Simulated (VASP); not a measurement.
Ir, 1 atom in the cell. It takes space group Fm-3m (No. 225, cubic). The conventional cell has a = 3.831 Å, b = 3.831 Å, c = 3.831 Å, α = 90.00°, β = 90.00°, γ = 90.00°. Within 3.6 Å of Ir (site symmetry m-3m) lie 12 Ir at 2.71 Å. 

```yaml
Program: VASP 6.6.1
Task: relaxation of cell and atoms
Functional: LDA
Potentials_or_basis: VASP PAW LDA potentials, release 64 (Ir)
Cutoff: 600 eV
k_mesh: 9 × 9 × 9
Occupations: fermi-dirac, width 0.05 eV
Spin: no spin polarisation
Dipole_correction: no
Further_INCAR_settings: ALGO = Normal; EDIFF = 1e-06; IBRION = 2; EDIFFG = -0.005; NSW = 80; ISIF = 3
```

Potentials or basis: VASP PAW LDA potentials, release 64 (Ir).

The run is started by

```sh
$ cat potpaw_LDA.64/Ir/POTCAR > POTCAR
$ mpirun -np 1 vasp_std > vasp.out
```

Hardware: 1 thread of Intel(R) Xeon(R) 6975P-C (Granite Rapids), on a shared host.

Task: Estimate the wall time of this run.

Result: Wall time 12 s on 1 thread of Intel(R) Xeon(R) 6975P-C (Granite Rapids), on a shared host, peak memory 0.14 GiB. Counts: scf iterations 28, k points 35, ion steps 4.
